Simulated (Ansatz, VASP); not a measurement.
**One calculation of Ti, two programs**

INCAR

```
PREC     = Accurate       # precision mode
ENCUT    = 600            # plane-wave cutoff, eV
EDIFF    = 1E-6           # SCF threshold, eV
ISMEAR   = -1             # smearing method
SIGMA    = 0.05           # smearing width, eV
LREAL    = F              # projectors in reciprocal space
LASPH    = T              # aspherical terms in the spheres
NELM     = 60             # most SCF steps
ALGO     = Fast           # electronic algorithm
ISIF     = 3              # what is computed and relaxed
LWAVE    = F              # write WAVECAR
LCHARG   = F              # write CHGCAR
GGA      = PE             # functional
IBRION   = 2              # ionic algorithm
NSW      = 60             # ionic steps
EDIFFG   = -0.01          # ionic threshold
```

KPOINTS

```
Automatic mesh
0
Gamma
  7 7 9
```

Contents of POSCAR:

```
Ti
1.0
    4.5673748306      0.0000000000      0.0000000000
   -2.2836874153      3.9554626319      0.0000000000
    0.0000000000      0.0000000000      2.8262442700
Ti
3
Direct
    0.6666666667      0.3333333333      0.5000000000
    0.3333333333      0.6666666667      0.5000000000
    0.0000000000      0.0000000000      0.0000000000
```

File input.yaml:

```yaml
crystal:
  lattice:
    - [4.5673748306, 0.0, 0.0]
    - [-2.2836874153, 3.9554626319, 0.0]
    - [0.0, 0.0, 2.82624427]
  atoms:
    - { symbol: Ti, position: [0.6666666667, 0.3333333333, 0.5] }
    - { symbol: Ti, position: [0.3333333333, 0.6666666667, 0.5] }
    - { symbol: Ti, position: [0.0, 0.0, 0.0] }
hamiltonian:
  xc: pbe
  pseudopotentials: { kind: paw }
kpoints:
  mp_grid: { grid: [7, 7, 9] }
scf:
  occupations: { method: fermi_dirac, width: 0.05 }
output:
  forces: true
  stress: true
  eigenvalues: true
  write_density: true
  write_potential: true
  elf: true
  volumetric_format: npy
relax:
  f_tol: 0.01
  max_steps: 40
  cell: { stress_tol: 0.05 }
```

Alike in both runs: task relaxation of cell and atoms; functional PBE; k mesh 7 × 7 × 9; occupations fermi-dirac, width 0.05 eV; no spin polarisation.

```csv
,VASP,Ansatz
version,VASP 6.6.1,Ansatz 0.2.0
potentials or method,"VASP PAW PBE potentials, release 64 (Ti_sv)",Ansatz PAW
plane-wave cutoff (eV),600,420
valence electrons in the cell,36,36
```

Ansatz gave:

| Property | Result |
| --- | --- |
| gap on the k mesh at the Fermi level, each at its own relaxed structure (eV) | none |
| relaxed volume (Å³/atom) | 17.14 |
| relaxed cell length with the largest relative difference (Å) | 2.831 |

Task: What did VASP give for the same quantities?

Result: gap on the k mesh at the Fermi level, each at its own relaxed structure (eV): none; relaxed volume (Å³/atom): 17.09; relaxed cell length with the largest relative difference (Å): 2.829.

A gap of «none» marks a metal or a gap that the smearing closes.

Noted on Ansatz's run: the plane-wave basis is chosen anew once the cell has moved, so the energies of steps on either side of that aren't comparable.
